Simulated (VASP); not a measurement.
ZnSe:

```
CELL_PARAMETERS angstrom
0.00000 3.02568 3.02568
3.02568 0.00000 3.02568
3.02568 3.02568 0.00000
ATOMIC_POSITIONS crystal
Zn 0.00000 0.00000 0.00000
Se 0.25000 0.25000 0.25000
```

| Item | Value |
| --- | --- |
| Program | VASP 6.6.1 |
| Task | relaxation of cell and atoms |
| Functional | PBEsol |
| Potentials or basis | VASP PAW PBE potentials, release 64 (Zn, Se) |
| Cutoff | 500 eV |
| k mesh | 6 × 6 × 6 |
| Occupations | gaussian, width 0.1 eV |
| Spin | no spin polarisation |

At the start: pressure -8.5 GPa; volume 27.70 Å³/atom.

Question: How do energy, volume and symmetry change on relaxing?

Answer: Over 3 steps the energy falls by 168.7 meV/atom and the volume is 22.44 Å³/atom (-19.0 %); space group F-43m (No. 216, to 0.05 Å).

Step by step:
```tsv
step	energy change (eV)	largest force (eV/Å)	pressure (GPa)	volume (Å³)
1	0.0000	0.0000	-8.46	55.40
2	-0.3366	0.0000	0.61	44.48
3	-0.3373	0.0000	0.00	44.88
```

Final structure:
```
Zn Se
1.0
     0.00000    2.82063    2.82063
     2.82063    0.00000    2.82063
     2.82063    2.82063    0.00000
Zn Se
1 1
Cartesian
  0.0000 0.0000 0.0000
  1.4103 1.4103 1.4103
```

Caveat: the volume moved by over 15 % at a fixed basis, so the end points are rough; the PAW data sets were made with another functional, which shifts forces and pressure a little.
